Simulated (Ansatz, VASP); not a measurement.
**TaCo3: VASP beside Ansatz**

```
Ta Co
1.0
     3.74198    0.00000    0.00000
     0.00000    3.74198    0.00000
     0.00000    0.00000    3.74198
Ta Co
1 3
Direct
  0.00000 0.00000 0.00000
  0.00000 0.50000 0.50000
  0.50000 0.00000 0.50000
  0.50000 0.50000 0.00000
```

Change from the starting cell: volume scaled by 1.06, no spin polarisation, PAW files.

Alike in both runs: task single point; functional LDA; k mesh 9 × 9 × 9; occupations fermi-dirac, width 0.08 eV; no spin polarisation.

```csv
,VASP,Ansatz
version,VASP 6.6.1,Ansatz 0.2.0
potentials or method,"VASP PAW LDA potentials, release 64 (Ta_pv, Co)","PAW with Ansatz's default frozen-core files, scalar-relativistic"
plane-wave cutoff (eV),520,420
valence electrons in the cell,38,64
```

```csv
,VASP,Ansatz,Ansatz less VASP
pressure (GPa),-31.4,-31.7,-0.30
```

LDA's correlation is that of Perdew and Zunger in VASP and of Perdew and Wang (1992) in Ansatz. Both programs put the cell under strong tension, so it lies far from rest at this level. VASP's potentials hold 38 valence electrons a cell and Ansatz's 64, so a difference there can come from the potentials and not from the codes.

Neither program's run includes spin-orbit coupling. Noted on VASP's run: the cell as given lies far from equilibrium.
